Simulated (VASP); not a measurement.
# ZrH3 (Pm-3m) in VASP: single point with r2SCAN

Aim: the single point of ZrH3 with r2SCAN.

All numbers are computed with VASP 6.6.1; they aren't measurements. Logs are shortened: lines on timing, memory, paths and dates and some standing lists are left out, and cuts for length are marked.

## Step 1: The cell of the first run

The structure is cubic, space group Pm-3m (No. 221). The conventional cell has a = 3.126 Å, b = 3.126 Å, c = 3.126 Å, α = 90.00°, β = 90.00°, γ = 90.00°. Zr (site symmetry m-3m) has 12 H at 2.21 Å within 2.9 Å. Within 2.9 Å of H (site symmetry 4/mmm) lie 4 Zr at 2.21 Å and 8 H at 2.21 Å.

## Step 2: Single point, r2SCAN

The input, POSCAR:

```
ZrH3
1.0
    3.1260380000      0.0000000000      0.0000000000
    0.0000000000      3.1260380000      0.0000000000
    0.0000000000      0.0000000000      3.1260380000
Zr H
1 3
Direct
    0.0000000000      0.0000000000      0.0000000000
    0.0000000000      0.5000000000      0.5000000000
    0.5000000000      0.0000000000      0.5000000000
    0.5000000000      0.5000000000      0.0000000000
```

The input, INCAR.step1:

```
PREC = Accurate ; ENCUT = 550
ISMEAR = -1 ; SIGMA = 0.05
LREAL = False ; LASPH = True
NELM = 120 ; NBANDS = 16
GGA = PE ; ALGO = Normal
EDIFF = 1E-5 ; LWAVE = True
LCHARG = False ; GGA_COMPAT = False
```

The input, INCAR.step2:

```
PREC = Accurate ; ENCUT = 550
EDIFF = 1E-6 ; ISMEAR = -1
SIGMA = 0.05 ; LREAL = False
LASPH = True ; NELM = 120
ALGO = Normal ; ISIF = 2
LWAVE = False ; LCHARG = False
METAGGA = R2SCAN ; LMIXTAU = True
NBANDS = 16 ; ISTART = 1
GGA_COMPAT = False
```

The input, KPOINTS:

```
Automatic mesh
0
Gamma
  7 7 7
```

Potentials or basis: VASP PAW PBE potentials, release 64 (Zr_sv, H).

Run with:

```bash
cat potpaw_PBE.64/Zr_sv/POTCAR potpaw_PBE.64/H/POTCAR > POTCAR
cp INCAR.step1 INCAR
mpirun -np 1 vasp_std > vasp.out
cp INCAR.step2 INCAR
mpirun -np 1 vasp_std > vasp.out
```

OUTCAR:

```text
PREC = Accurate
   ENCUT = 550
   EDIFF = 1E-6
   ISMEAR = -1
   LREAL = False
   LASPH = True
   NELM = 120
   ISIF = 2
   METAGGA = R2SCAN
   ISTART = 1

 ion  position               nearest neighbor table
   1  0.000  0.000  0.000-   2 2.21   3 2.21   4 2.21   2 2.21   3 2.21   2 2.21   4 2.21   2 2.21
                             3 2.21   4 2.21   3 2.21   4 2.21
   2  0.000  0.500  0.500-   1 2.21   1 2.21   1 2.21   1 2.21
   3  0.500  0.000  0.500-   1 2.21   1 2.21   1 2.21   1 2.21
   4  0.500  0.500  0.000-   1 2.21   1 2.21   1 2.21   1 2.21

  LATTYP: Found a simple cubic cell.
 ALAT       =     3.1260380000

  Lattice vectors:

 A1 = (   3.1260380000,   0.0000000000,   0.0000000000)
 A2 = (   0.0000000000,   3.1260380000,   0.0000000000)
 A3 = (   0.0000000000,   0.0000000000,   3.1260380000)

Analysis of symmetry for initial positions (statically):
=====================================================================
 Subroutine PRICEL returns:
 Original cell was already a primitive cell.

 Routine SETGRP: Setting up the symmetry group for a
 simple cubic supercell.

 Subroutine GETGRP returns: Found 48 space group operations
 (whereof 48 operations were pure point group operations)
 out of a pool of 48 trial point group operations.

The static configuration has the point symmetry O_h .

Analysis of symmetry for dynamics (positions and initial velocities):
=====================================================================
 Subroutine PRICEL returns:
 Original cell was already a primitive cell.

 Routine SETGRP: Setting up the symmetry group for a
 simple cubic supercell.

 Subroutine GETGRP returns: Found 48 space group operations
 (whereof 48 operations were pure point group operations)
 out of a pool of 48 trial point group operations.

The dynamic configuration has the point symmetry O_h .

 Subroutine INISYM returns: Found 48 space group operations
 (whereof 48 operations are pure point group operations),
 and found     1 'primitive' translations

----------------------------------------------------------------------------------------

                                     Primitive cell

  volume of cell :      30.5480

  direct lattice vectors                    reciprocal lattice vectors
     3.126038000  0.000000000  0.000000000     0.319893744  0.000000000  0.000000000
     0.000000000  3.126038000  0.000000000     0.000000000  0.319893744  0.000000000
     0.000000000  0.000000000  3.126038000     0.000000000  0.000000000  0.319893744

  length of vectors
     3.126038000  3.126038000  3.126038000     0.319893744  0.319893744  0.319893744

  position of ions in fractional coordinates (direct lattice)
     0.000000000  0.000000000  0.000000000
     0.000000000  0.500000000  0.500000000
     0.500000000  0.000000000  0.500000000
     0.500000000  0.500000000  0.000000000

  ion indices of the primitive-cell ions
   primitive index   ion index
                 1           1
                 2           2
                 3           3
                 4           4

----------------------------------------------------------------------------------------

 KPOINTS: Automatic mesh

Automatic generation of k-mesh.
 Grid dimensions read from file:
 generate k-points for:    7    7    7

 Generating k-lattice:

  Cartesian coordinates                     Fractional coordinates (reciprocal lattice)
     0.045699106  0.000000000  0.000000000     0.142857143  0.000000000  0.000000000
     0.000000000  0.045699106  0.000000000     0.000000000  0.142857143  0.000000000
     0.000000000  0.000000000  0.045699106     0.000000000  0.000000000  0.142857143

  Length of vectors
     0.045699106  0.045699106  0.045699106

  Shift w.r.t. Gamma in fractional coordinates (k-lattice)
     0.000000000  0.000000000  0.000000000

 Subroutine IBZKPT returns following result:
 ===========================================

 Found     20 irreducible k-points:

 Following reciprocal coordinates:
            Coordinates               Weight
  0.000000  0.000000  0.000000      1.000000
  0.142857  0.000000  0.000000      6.000000
  0.285714  0.000000  0.000000      6.000000
  0.428571  0.000000  0.000000      6.000000
  0.142857  0.142857  0.000000     12.000000
  0.285714  0.142857  0.000000     24.000000
[... 12 lines left out ...]
  0.428571  0.428571  0.285714     24.000000
  0.428571  0.428571  0.428571      8.000000
   k-points           NKPTS =     20   k-points in BZ     NKDIM =     20   number of bands    NBANDS=     16
   number of dos      NEDOS =    301   number of ions     NIONS =      4
   total plane-waves  NPLWV =  13824
   dimension x,y,z NGX =    24 NGY =   24 NGZ =   24
   dimension x,y,z NGXF=    48 NGYF=   48 NGZF=   48
   ions per type =               1   3
   NGX,Y,Z   is equivalent  to a cutoff of  12.76, 12.76, 12.76 a.u.
   NGXF,Y,Z  is equivalent  to a cutoff of  25.53, 25.53, 25.53 a.u.
 SYSTEM =  unknown system
   PREC   = accura    normal or accurate (medium, high low for compatibility)
   ISTART =      1    job   : 0-new  1-cont  2-samecut
   ICHARG =      0    charge: 1-file 2-atom 10-const
   ISPIN  =      1    spin polarized calculation?
   LNONCOLLINEAR =      F non collinear calculations
   LSORBIT =      F    spin-orbit coupling
   LASPH  =      T    aspherical Exc in radial PAW
   ENCUT  =  550.0 eV  40.42 Ry    6.36 a.u.   5.98  5.98  5.98*2*pi/ulx,y,z
   NELM   =    120;   NELMIN=  2; NELMDL=  0     # of ELM steps
   EDIFF  = 0.1E-05   stopping-criterion for ELM
   LREAL  =      F    real-space projection
   EDIFFG = 0.1E-04   stopping-criterion for IOM
   NSW    =      0    number of steps for IOM
   IBRION =     -1    ionic relax: 0-MD 1-quasi-New 2-CG
   NFREE  =      0    steps in history (QN), initial steepest desc. (CG)
   ISIF   =      2    stress and relaxation
   ISYM   =      2    0-nonsym 1-usesym 2-fastsym
   POTIM  = 0.5000    time-step for ionic-motion
   TEBEG  =    0.0;   TEEND  =   0.0 temperature during run
   PSTRESS=    0.0 pullay stress
   NELECT =      15.0000    total number of electrons
   NUPDOWN=      -1.0000    fix difference up-down
   EMIN   =  10.00;   EMAX   =-10.00  energy-range for DOS
   EFERMI =   0.00;   METHOD = LEGACY
   ISMEAR =    -1;   SIGMA  =   0.05  broadening in eV -4-tet -1-fermi 0-gaus
   EFERMI_NEDOS =   21; number of points for ismear=-14 and -15
   IALGO  =     38    algorithm
   IMIX   =      4    mixing-type and parameters
     AMIX     =   0.40;   BMIX     =  1.00
     AMIX_MAG =   1.60;   BMIX_MAG =  1.00
  volume/ion in A,a.u.               =       7.64        51.54
  Fermi-wavevector in a.u.,A,eV,Ry     =   1.291549  2.440674 22.695874  1.668100
  Thomas-Fermi vector in A             =   2.423312
   LORBIT       =      0    0 simple, 1 ext, 2 COOP (PROOUT), +10 PAW based schemes
   METAGGA = R2SCAN    functional components
   LHFCALC =     F    Hartree Fock is set to
   AEXX    =    0.0000 exact exchange contribution
   IVDW    =     0    specifies the selected vdW correction
   LEPSILON=     F    determine dielectric tensor
   LRPA    =     F    only Hartree local field effects (RPA)
 non-spin polarized calculation
  energy-cutoff  :      550.00
  volume of cell :       30.55
 maximum number of plane-waves:       916
 NGX is ok and might be reduce to    24
   NGX = 11   NGY = 11   NGZ = 11

 number of electron      15.0000002 magnetization

 Free energy of the ion-electron system (eV)
  ---------------------------------------------------
  ext. energy  EPLUGINS =         0.00000000
  ---------------------------------------------------
  free energy    TOTEN  =       -34.45291607 eV

  energy without entropy =      -34.44896306  energy(sigma->0) =      -34.45093957

 E-fermi :   7.9216     XC(G=0): -11.8517

 val. band max:        7.7654401965   @ k =   0.2857   0.2857   0.0000
 cond. band min:       8.0027074070   @ k =   0.2857   0.2857   0.1429
 fundamental gap:      0.2372672105
 Fermi energy:         7.9216068363

 k-point     1 :       0.0000    0.0000    0.0000
  band No.  band energies     occupation
      1     -43.2153      2.00000
      2     -20.2170      2.00000
      3     -20.2170      2.00000
      4     -20.2170      2.00000
      5      -2.8062      2.00000
      6       3.3460      2.00000
[... 8 lines left out ...]
     15      16.6663      0.00000
     16      21.9931      0.00000

 k-point     2 :       0.1429    0.0000    0.0000
  band No.  band energies     occupation
      1     -43.2015      2.00000
      2     -20.3721      2.00000
      3     -20.2045      2.00000
      4     -20.2045      2.00000
      5      -2.4069      2.00000
      6       3.3775      2.00000
[... 8 lines left out ...]
     15      17.6826      0.00000
     16      23.7658      0.00000

 k-point     3 :       0.2857    0.0000    0.0000
  band No.  band energies     occupation
      1     -43.1704      2.00000
      2     -20.7067      2.00000
      3     -20.1765      2.00000
      4     -20.1765      2.00000
      5      -1.3347      2.00000
      6       3.0077      2.00000
[... 8 lines left out ...]
     15      19.4836      0.00000
     16      25.5062      0.00000

 k-point     4 :       0.4286    0.0000    0.0000
  band No.  band energies     occupation
      1     -43.1452      2.00000
      2     -20.9626      2.00000
      3     -20.1539      2.00000
      4     -20.1539      2.00000
      5       0.1517      2.00000
      6       1.7886      2.00000
[... 8 lines left out ...]
     15      20.9686      0.00000
     16      21.5225      0.00000
[... 248 lines left out ...]
 k-point    18 :       0.4286    0.2857    0.2857
  band No.  band energies     occupation
      1     -43.0607      2.00000
      2     -20.8086      2.00000
      3     -20.5562      2.00000
      4     -20.5250      2.00000
      5       1.1043      2.00000
      6       2.6930      2.00000
[... 8 lines left out ...]
     15      19.8372      0.00000
     16      20.3678      0.00000

 k-point    19 :       0.4286    0.4286    0.2857
  band No.  band energies     occupation
      1     -43.0374      2.00000
      2     -20.7693      2.00000
      3     -20.7626      2.00000
      4     -20.5058      2.00000
      5       1.2610      2.00000
      6       2.4516      2.00000
[... 8 lines left out ...]
     15      18.6397      0.00000
     16      19.0510      0.00000

 k-point    20 :       0.4286    0.4286    0.4286
  band No.  band energies     occupation
      1     -43.0145      2.00000
      2     -20.7307      2.00000
      3     -20.7216      2.00000
      4     -20.7216      2.00000
      5       1.5618      2.00000
      6       1.8985      2.00000
[... 8 lines left out ...]
     15      17.0811      0.00000
     16      17.6147      0.00000

------------------------ aborting loop because EDIFF is reached ----------------------------------------

  FORCE on cell =-STRESS in cart. coord.  units (eV):
  Direction    XX          YY          ZZ          XY          YZ          ZX
  --------------------------------------------------------------------------------------
  -------------------------------------------------------------------------------------
  Total       -0.3030885     -0.3030885     -0.3030885      0.0000000      0.0000000      0.0000000
  in kB      -15.8963458    -15.8963458    -15.8963458      0.0000000      0.0000000      0.0000000
  external PRESSURE =     -15.8963458 kB  Pullay stress =       0.0000000 kB

 VOLUME and BASIS-vectors are now :
 -----------------------------------------------------------------------------
  energy-cutoff  :      550.00
  volume of cell :       30.55
      direct lattice vectors                 reciprocal lattice vectors
     3.126038000  0.000000000  0.000000000     0.319893744  0.000000000  0.000000000
     0.000000000  3.126038000  0.000000000     0.000000000  0.319893744  0.000000000
     0.000000000  0.000000000  3.126038000     0.000000000  0.000000000  0.319893744

 POSITION                                       TOTAL-FORCE (eV/Angst)
 -----------------------------------------------------------------------------------
      0.00000      0.00000      0.00000         0.000000      0.000000      0.000000
      0.00000      1.56302      1.56302         0.000000      0.000000      0.000000
      1.56302      0.00000      1.56302         0.000000      0.000000      0.000000
      1.56302      1.56302      0.00000         0.000000      0.000000      0.000000
 -----------------------------------------------------------------------------------
    total drift:                               -0.000000      0.000000      0.000000

  FREE ENERGIE OF THE ION-ELECTRON SYSTEM (eV)
  ---------------------------------------------------
  free  energy   TOTEN  =       -34.4529160724 eV

  energy  without entropy=      -34.4489630635  energy(sigma->0) =      -34.45093957
```

Run time: 41 s. Hardware: 1 thread of Intel Xeon 8259CL, shared host; peak memory 0.15 GiB.

What came out:

* Free energy: -34.4529 eV
* Pressure: -1.6 GPa

Levels at points of the mesh, in eV from the Fermi level:
| k point | band 5 | band 6 | band 7 | band 8 | band 9 | band 10 |
| --- | --- | --- | --- | --- | --- | --- |
| (0.00, 0.00, 0.00) | -10.73 | -4.58 | -4.58 | 4.00 | 4.00 | 4.00 |

Caveat: the PAW data sets were made with another functional, which shifts forces and pressure a little.
